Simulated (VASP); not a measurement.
Wanted: the native input for a VASP 6.6.1 run.

```
Task                   : single point
Functional             : PBE
Potentials or basis    : VASP PAW PBE potentials, release 64 (Re, B)
Cutoff                 : 520 eV
k mesh                 : 6 × 6 × 6
Occupations            : gaussian, width 0.1 eV
Spin                   : no spin polarisation
Dipole correction      : no
Further INCAR settings : ALGO = Normal; EDIFF = 1e-06; NBANDS = 22
```

The structure of ReB6 lies in POSCAR:

```
ReB6
1.0
    2.7378079514      1.5806741577      2.3832137354
   -2.7378079514      1.5806741577      2.3832137354
    0.0000000000     -3.1613483155      2.3832137354
Re B
1 6
Direct
    0.5000000000      0.5000000000      0.5000000000
    1.0000102831      0.6789606865      0.3208579060
    0.3208579060      1.0000102831      0.6789606865
    0.6789606865      0.3208579060      1.0000102831
   -0.0000102831      0.3210393135      0.6791420940
    0.6791420940     -0.0000102831      0.3210393135
    0.3210393135      0.6791420940     -0.0000102831
```

The input as run:

INCAR

```
  PREC = Accurate
  ENCUT = 520
  EDIFF = 1E-6
  ISMEAR = 0
  SIGMA = 0.1
  LREAL = False
  LASPH = True
  NELM = 100
  ALGO = Normal
  ISIF = 2
  LWAVE = False
  LCHARG = False
  GGA = PE
  NBANDS = 22
```

KPOINTS

```
Automatic mesh
0
Gamma
  6 6 6
```

Potentials or basis: VASP PAW PBE potentials, release 64 (Re, B).

Launch:

```bash
$ cat potpaw_PBE.64/Re/POTCAR potpaw_PBE.64/B/POTCAR > POTCAR
$ mpirun -np 1 vasp_std > vasp.out
```

It gave:

| Item | Value |
| --- | --- |
| Pressure | 1.4 GPa |
| Largest force | 0.030 eV/Å |

It took 89 s on 1 thread of Intel(R) Xeon(R) Platinum 8375C CPU @ 2.90GHz (Ice Lake), on a shared host, peak memory 0.19 GiB.
